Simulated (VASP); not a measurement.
# Fe (Im-3m) in VASP: further runs, part 2 of 2

VASP 6.6.1. Earlier steps stand in the parts before.

### 3 Single point, PBE, collinear spin, ferromagnetic start (11.01 Å³/atom)

This run uses another cell than the first one, of 11.01 Å³/atom.

Input file INCAR:

```
SYSTEM = Fe
PREC = Accurate ; ENCUT = 520
EDIFF = 1E-6 ; ISMEAR = 0
SIGMA = 0.1 ; LREAL = .False.
LASPH = .True. ; NELM = 150
ALGO = Normal ; ISIF = 2
LWAVE = .False. ; LCHARG = .False.
ISPIN = 2 ; MAGMOM = 2.44
LORBIT = 11 ; LMAXMIX = 4
GGA = PE ; NBANDS = 14
```

Input file KPOINTS:

```
Automatic mesh
0
Gamma
  20 20 20
  0 0 0
```

Input file POSCAR:

```
Fe
1.0
   -1.4014879628      1.4014879628      1.4014879628
    1.4014879628     -1.4014879628      1.4014879628
    1.4014879628      1.4014879628     -1.4014879628
Fe
1
Direct
    0.0000000000      0.0000000000      0.0000000000
```

Potentials or basis: VASP PAW PBE potentials, release 64 (Fe).

The run is started by

```
> cat potpaw_PBE.64/Fe/POTCAR > POTCAR
> mpirun -np 1 vasp_std > vasp.out
```

Wall time 1.7 min (1 thread of Intel Xeon 8259CL, shared host); peak memory 0.17 GiB.

Results (log left out):

```
Free energy                                           : -8.2392 eV
Pressure                                              : 5.5 GPa
Net moment                                            : 2.12 μB per cell
Site moments                                          : Fe +2.11 μB
Valence electrons inside the program's atomic spheres : Fe 7.33
```

Levels at points of the mesh, in eV from the Fermi level:
Spin up:
```tsv
k point	band 2	band 3	band 4	band 5	band 6	band 7	band 8	band 9
(0.00, 0.00, 0.00)	-2.36	-2.36	-2.36	-1.09	-1.09	25.32	25.32	25.32
(0.50, 0.00, 0.00)	-3.49	-1.02	-0.89	0.47	0.51	7.64	18.63	20.72
(0.50, 0.50, 0.50)	-5.04	0.18	0.18	0.18	10.16	10.16	10.16	15.97
```
Spin down:
```
           k point  band 1  band 2  band 3  band 4  band 5  band 6  band 7  band 8
(0.00, 0.00, 0.00)   -8.45   -0.53   -0.53   -0.53    1.61    1.61   25.09   25.09
(0.50, 0.00, 0.00)   -3.85   -1.86    0.62    1.46    1.88    2.59    8.97   18.69
(0.50, 0.50, 0.50)   -3.26   -3.26    2.27    2.27    2.27   10.43   10.43   10.43
```

Caveat: the cell stands under pressure.

### 4 Single point, PBE, collinear spin, ferromagnetic start

This run uses another cell than the first one, of 11.35 Å³/atom.

Input file INCAR:

```
PREC = Accurate ; ENCUT = 520
EDIFF = 1E-6 ; ISMEAR = 0
SIGMA = 0.1 ; LREAL = False
LASPH = True ; NELM = 150
ALGO = Normal ; ISIF = 2
LWAVE = False ; LCHARG = True
ISPIN = 2 ; MAGMOM = 2.66
LORBIT = 11 ; LMAXMIX = 4
GGA = PE ; LELF = True
LVHAR = True ; NBANDS = 14
```

Input file KPOINTS:

```
regular mesh
0
Gamma
  20 20 20
```

Input file POSCAR:

```
Fe
1.0
   -1.4157898482      1.4157898482      1.4157898482
    1.4157898482     -1.4157898482      1.4157898482
    1.4157898482      1.4157898482     -1.4157898482
Fe
1
Direct
    0.0000000000      0.0000000000      0.0000000000
```

The run is started by

```
> cat potpaw_PBE.64/Fe/POTCAR > POTCAR
> mpirun -np 1 vasp_std > vasp.out
```

Wall time 1.7 min (1 thread of Intel Xeon 8259CL, shared host); peak memory 0.17 GiB.

The run converged. Its results:

```
Free energy                                           : -8.2452 eV
Pressure                                              : -0.1 GPa
Net moment                                            : 2.19 μB per cell
Site moments                                          : Fe +2.19 μB
Valence electrons inside the program's atomic spheres : Fe 7.27
```

Levels at points of the mesh, in eV from the Fermi level:
Spin up:
| k point | band 1 | band 2 | band 3 | band 4 | band 5 | band 6 | band 7 | band 8 | band 9 | band 10 |
| --- | --- | --- | --- | --- | --- | --- | --- | --- | --- | --- |
| (0.00, 0.00, 0.00) | -8.43 | -2.31 | -2.31 | -2.31 | -1.09 | -1.09 | 25.03 | 25.03 | 25.03 | 30.12 |
| (0.50, 0.00, 0.00) | -4.93 | -3.39 | -1.03 | -0.90 | 0.39 | 0.52 | 7.36 | 18.38 | 20.24 | 23.50 |
| (0.50, 0.50, 0.50) | -4.85 | -4.85 | 0.12 | 0.12 | 0.12 | 9.94 | 9.94 | 9.94 | 15.66 | 15.66 |
Spin down:
```csv
k point,band 1,band 2,band 3,band 4,band 5,band 6,band 7
"(0.00, 0.00, 0.00)",-8.27,-0.39,-0.39,-0.39,1.66,1.66,24.78
"(0.50, 0.00, 0.00)",-3.64,-1.67,0.63,1.52,1.92,2.61,8.73
"(0.50, 0.50, 0.50)",-3.03,-3.03,2.30,2.30,2.30,10.22,10.22
```

### 5 Single point, PBE, collinear spin, ferromagnetic start (11.69 Å³/atom)

This run uses another cell than the first one, of 11.69 Å³/atom.

Input file INCAR:

```
  PREC = Accurate
  ENCUT = 520
  EDIFF = 1E-6
  ISMEAR = 0
  SIGMA = 0.1
  LREAL = F
  LASPH = T
  NELM = 150
  ALGO = Fast
  ISIF = 2
  LWAVE = F
  LCHARG = F
  ISPIN = 2
  MAGMOM = 2.44
  LORBIT = 11
  LMAXMIX = 4
  GGA = PE
  NBANDS = 14
```

KPOINTS is that of step 4.

Input file POSCAR:

```
Fe
1.0
   -1.4298084812      1.4298084812      1.4298084812
    1.4298084812     -1.4298084812      1.4298084812
    1.4298084812      1.4298084812     -1.4298084812
Fe
1
Direct
    0.0000000000      0.0000000000      0.0000000000
```

The run is started by

```
> cat potpaw_PBE.64/Fe/POTCAR > POTCAR
> mpirun -np 1 vasp_std > vasp.out
```

It took 1.9 min on 1 thread of Intel Xeon 8259CL, shared host; peak memory 0.18 GiB.

It converged, with:

* Free energy: -8.2398 eV
* Pressure: -5.3 GPa
* Net moment: 2.25 μB per cell
* Site moments: Fe +2.25 μB
* Valence electrons inside the program's atomic spheres: Fe 7.21

Levels at points of the mesh, in eV from the Fermi level:
Spin up:
| k point | band 3 | band 4 | band 5 | band 6 | band 7 | band 8 |
| --- | --- | --- | --- | --- | --- | --- |
| (0.00, 0.00, 0.00) | -2.24 | -2.24 | -1.08 | -1.08 | 24.76 | 24.76 |
| (0.50, 0.00, 0.00) | -1.02 | -0.90 | 0.33 | 0.55 | 7.11 | 18.14 |
| (0.50, 0.50, 0.50) | 0.08 | 0.08 | 0.08 | 9.75 | 9.75 | 9.75 |
Spin down:
| k point | band 1 | band 2 | band 3 | band 4 | band 5 | band 6 | band 7 | band 8 |
| --- | --- | --- | --- | --- | --- | --- | --- | --- |
| (0.00, 0.00, 0.00) | -8.08 | -0.27 | -0.27 | -0.27 | 1.71 | 1.71 | 24.49 | 24.49 |
| (0.50, 0.00, 0.00) | -3.44 | -1.50 | 0.65 | 1.57 | 1.96 | 2.62 | 8.51 | 18.18 |
| (0.50, 0.50, 0.50) | -2.81 | -2.81 | 2.33 | 2.33 | 2.33 | 10.02 | 10.02 | 10.02 |

Caveat: the cell stands under tension.

### 6 Single point, PBE, collinear spin, ferromagnetic start (12.03 Å³/atom)

This run uses another cell than the first one, of 12.03 Å³/atom.

Input file INCAR:

```
SYSTEM = Fe
PREC     = Accurate       ! precision mode
ENCUT    = 520            ! plane-wave cutoff, eV
EDIFF    = 1E-7           ! SCF threshold, eV
ISMEAR   = 0              ! smearing method
SIGMA    = 0.1            ! smearing width, eV
LREAL    = .FALSE.        ! projectors in reciprocal space
LASPH    = .TRUE.         ! aspherical terms in the spheres
NELM     = 150            ! most SCF steps
ALGO     = Normal         ! electronic algorithm
ISIF     = 2              ! what is computed and relaxed
LWAVE    = .FALSE.        ! write WAVECAR
LCHARG   = .FALSE.        ! write CHGCAR
ISPIN    = 2              ! spin polarisation
MAGMOM   = 2.44           ! initial moments
LORBIT   = 11             ! projections on sites
LMAXMIX  = 4              ! l up to which the mixer works
GGA      = PE             ! functional
NBANDS   = 14             ! bands
```

Input file KPOINTS:

```
Automatic mesh
0
G
  20 20 20
  0 0 0
```

Input file POSCAR:

```
Fe
1.0
   -1.4435574831      1.4435574831      1.4435574831
    1.4435574831     -1.4435574831      1.4435574831
    1.4435574831      1.4435574831     -1.4435574831
Fe
1
Direct
    0.0000000000      0.0000000000      0.0000000000
```

Potentials or basis: VASP PAW PBE potentials, release 64 (Fe).

The run is started by

```
> cat potpaw_PBE.64/Fe/POTCAR > POTCAR
> mpirun -np 1 vasp_std > vasp.out
```

OUTCAR:

```text
SYSTEM = Fe
   PREC = Accurate
   ENCUT = 520
   EDIFF = 1E-7
   ISMEAR = 0
   LREAL = .FALSE.
   LASPH = .TRUE.
   NELM = 150
   ISIF = 2
   ISPIN = 2
   LORBIT = 11
   GGA = PE

 ion  position               nearest neighbor table
   1  0.000  0.000  0.000-

  LATTYP: Found a body centered cubic cell.
 ALAT       =     2.8871149662

  Lattice vectors:

 A1 = (  -1.4435574831,   1.4435574831,   1.4435574831)
 A2 = (   1.4435574831,  -1.4435574831,   1.4435574831)
 A3 = (   1.4435574831,   1.4435574831,  -1.4435574831)
[... 1023 lines left out ...]
  -------------------------------------------------------------------------------------
  Total       -0.7158731     -0.7158731     -0.7158731     -0.0000000      0.0000000     -0.0000000
  in kB      -95.3200824    -95.3200824    -95.3200824     -0.0000000      0.0000000     -0.0000000
  external PRESSURE =     -95.3200824 kB  Pullay stress =       0.0000000 kB

 VOLUME and BASIS-vectors are now :
 -----------------------------------------------------------------------------
  energy-cutoff  :      520.00
  volume of cell :       12.03
      direct lattice vectors                 reciprocal lattice vectors
    -1.443557483  1.443557483  1.443557483     0.000000000  0.346366533  0.346366533
     1.443557483 -1.443557483  1.443557483     0.346366533  0.000000000  0.346366533
     1.443557483  1.443557483 -1.443557483     0.346366533  0.346366533  0.000000000

 POSITION                                       TOTAL-FORCE (eV/Angst)
 -----------------------------------------------------------------------------------
      0.00000      0.00000      0.00000         0.000000      0.000000     -0.000000
 -----------------------------------------------------------------------------------
    total drift:                                0.000000     -0.000000      0.000000

  FREE ENERGIE OF THE ION-ELECTRON SYSTEM (eV)
  ---------------------------------------------------
  free  energy   TOTEN  =        -8.2239999707 eV

  energy  without entropy=       -8.2189353399  energy(sigma->0) =       -8.22146766

 total charge

# of ion       s       p       d       tot
------------------------------------------
    1        0.463   0.490   6.202   7.156

 magnetization (x)

# of ion       s       p       d       tot
------------------------------------------
    1       -0.014  -0.054   2.362   2.294
```

Run time: 2.4 min. Hardware: 1 thread of Intel Xeon 8259CL, shared host; peak memory 0.19 GiB.

What came out:

| Quantity | Value |
| --- | --- |
| Free energy | -8.2240 eV |
| Pressure | -9.5 GPa |
| Net moment | 2.29 μB per cell |
| Site moments | Fe +2.29 μB |
| Valence electrons inside the program's atomic spheres | Fe 7.16 |

Levels at points of the mesh, in eV from the Fermi level:
Spin up:
```csv
k point,band 1,band 2,band 3,band 4,band 5,band 6,band 7,band 8,band 9,band 10
"(0.00, 0.00, 0.00)",-8.06,-2.17,-2.17,-2.17,-1.06,-1.06,24.50,24.50,24.50,29.22
"(0.50, 0.00, 0.00)",-4.59,-3.16,-1.01,-0.90,0.29,0.58,6.88,17.92,19.37,22.69
"(0.50, 0.50, 0.50)",-4.49,-4.49,0.04,0.04,0.04,9.58,9.58,9.58,15.11,15.11
```
Spin down:
```csv
k point,band 1,band 2,band 3,band 4,band 5,band 6
"(0.00, 0.00, 0.00)",-7.90,-0.16,-0.16,-0.16,1.76,1.76
"(0.50, 0.00, 0.00)",-3.26,-1.35,0.66,1.62,1.99,2.62
"(0.50, 0.50, 0.50)",-2.60,-2.60,2.34,2.34,2.34,9.84
```

Caveat: the cell stands under tension.

### 7 The runs side by side

| cell | gap on the mesh (eV) | pressure (GPa) | moment (μB) |
| --- | --- | --- | --- |
| a = 2.402 Å, angles 109.5°, 1 atom | none | 13.5 | 2.07 |
| a = 2.427 Å, angles 109.5°, 1 atom | none | 5.5 | 2.12 |
| a = 2.452 Å, angles 109.5°, 1 atom | none | -0.1 | 2.19 |
| a = 2.477 Å, angles 109.5°, 1 atom | none | -5.3 | 2.25 |
| a = 2.500 Å, angles 109.5°, 1 atom | none | -9.5 | 2.29 |

Alike in all rows: task single point; level PBE; potentials or basis VASP PAW PBE potentials, release 64 (Fe); spin collinear, ferromagnetic start; k mesh 20 × 20 × 20; cutoff (eV) 520; smearing gaussian 0.1 eV.

Caveats: the cell stands under pressure (at least some runs); the cell stands under tension (at least some runs).

Absolute energies hang on the potentials; compare differences alone.
